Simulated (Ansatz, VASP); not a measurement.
K2Nb2O: VASP beside Ansatz

```
K Nb O
1.0
     3.53488    0.00000    0.00000
    -1.76744    3.06129    0.00000
     0.00000    0.00000   12.44617
K Nb O
2 2 1
Direct
  0.00000 0.00000 0.32826
  0.00000 0.00000 0.67174
  0.33333 0.66667 0.93036
  0.66667 0.33333 0.06964
  0.00000 0.00000 0.00000
```

Alike in both runs: functional PBE; k mesh 12 × 12 × 4; occupations gaussian, width 0.1 eV; no spin polarisation.

Ansatz relaxed the structure, and its values are those at the end. VASP's run is a single point on that final structure, the one shown.

```csv
,VASP,Ansatz
version,VASP 6.6.1,Ansatz 0.2.0
potentials or method,"VASP PAW PBE potentials, release 64 (K_sv, Nb_sv, O), cutoff 520 eV","scalar-relativistic, plane waves, PAW"
valence electrons in the cell,50,50
```

```csv
,VASP,Ansatz,Ansatz less VASP
gap on the k mesh at the Fermi level (eV),none,none,-
pressure (GPa),-0.1,0.0,+0.07
```

A gap of «none» marks a metal or a gap that the smearing closes. The functional is the same, so the differences come from potentials, cutoffs and numerics.
